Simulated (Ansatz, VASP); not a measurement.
**BN: VASP beside Ansatz**

Contents of POSCAR:

```
BN
1.0
    1.2427247397      0.7174874630      3.3502965776
   -1.2427247397      0.7174874630      3.3502965776
    0.0000000000     -1.4349749260      3.3502965776
N B
1 1
Direct
    0.6672382000      0.6672382000      0.6672382000
    0.0003288000      0.0003288000      0.0003288000
```

Contents of INCAR.step1:

```
SYSTEM = BN
  PREC = Accurate
  ENCUT = 520
  ISMEAR = -1
  SIGMA = 0.05
  LREAL = .FALSE.
  LASPH = .TRUE.
  NELM = 60
  NBANDS = 11
  GGA = PE
  ALGO = Normal
  EDIFF = 1E-4
  LWAVE = .TRUE.
  LCHARG = .FALSE.
```

The input INCAR.step2:

```
SYSTEM = BN
  PREC = Accurate
  ENCUT = 520
  EDIFF = 1E-6
  ISMEAR = -1
  SIGMA = 0.05
  LREAL = .FALSE.
  LASPH = .TRUE.
  NELM = 60
  ALGO = Normal
  ISIF = 2
  LWAVE = .FALSE.
  LCHARG = .TRUE.
  METAGGA = R2SCAN
  LMIXTAU = .TRUE.
  LELF = .TRUE.
  LVHAR = .TRUE.
  NBANDS = 11
  ISTART = 1
```

Contents of KPOINTS:

```
Automatic mesh
0
G
  12 12 12
  0 0 0
```

input.yaml

```yaml
crystal:
  lattice:
    - [1.2427247397, 0.717487463, 3.3502965776]
    - [-1.2427247397, 0.717487463, 3.3502965776]
    - [0.0, -1.434974926, 3.3502965776]
  atoms:
    - { symbol: "N", position: [0.6672382, 0.6672382, 0.6672382] }
    - { symbol: B, position: [0.0003288, 0.0003288, 0.0003288] }
hamiltonian:
  xc: r2scan
  pseudopotentials: { kind: paw }
kpoints:
  mp_grid: { grid: [12, 12, 12] }
scf:
  occupations: { method: fermi_dirac, width: 0.05 }
output:
  forces: true
  stress: true
  eigenvalues: true
  write_density: true
  write_potential: true
  elf: true
  volumetric_format: npy
```

Alike in both runs: task single point; functional r2SCAN; k mesh 12 × 12 × 12; occupations fermi-dirac, width 0.05 eV; no spin polarisation.

```csv
,VASP,Ansatz
version,VASP 6.6.1,Ansatz 0.2.0
potentials or method,"VASP PAW PBE potentials, release 64 (N, B)",Ansatz PAW
plane-wave cutoff (eV),520,500
valence electrons in the cell,8,8
```

|  | VASP | Ansatz | Ansatz less VASP |
| --- | --- | --- | --- |
| gap on the k mesh at the Fermi level (eV) | 4.86 | 4.83 | -0.033 |
| least direct gap on the mesh (eV) | 5.45 | 5.39 | -0.063 |
| pressure (GPa) | 5.2 | 4.8 | -0.41 |
| traceless stress, the component that is largest in VASP (GPa) | -4.89 | -4.21 | +0.682 |
| rms of the force components (eV/Å) | 0.004 | 0.004 | +0.0002 |

VASP's potentials were made for PBE, not for r2SCAN. Atom by atom the forces differ by 0.000 eV/Å (rms over components).
